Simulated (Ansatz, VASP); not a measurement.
Two plane-wave programs on SrCl2

```
Sr Cl
1.0
     0.00000    3.48550    3.48550
     3.48550    0.00000    3.48550
     3.48550    3.48550    0.00000
Sr Cl
1 2
Direct
  0.00000 0.00000 0.00000
  0.25000 0.25000 0.25000
  0.75000 0.75000 0.75000
```

Alike in both runs: task electric field gradients; functional LDA; k mesh 8 × 8 × 8; occupations fermi-dirac, width 0.01 eV; no spin polarisation.

|  | VASP | Ansatz |
| --- | --- | --- |
| version | VASP 6.6.1 | Ansatz 0.2.0 |
| potentials or method | VASP PAW LDA potentials, release 64 (Sr_sv, Cl) | PAW with Ansatz's default frozen-core files, scalar-relativistic |
| plane-wave cutoff (eV) | 520 | 420 |
| valence electrons in the cell | 24 | 24 |

```csv
,VASP,Ansatz,Ansatz less VASP
gap on the k mesh at the Fermi level (eV),4.89,4.89,-0.006
pressure (GPa),-2.7,-2.8,-0.12
```

LDA's correlation is that of Perdew and Zunger in VASP and of Perdew and Wang (1992) in Ansatz.
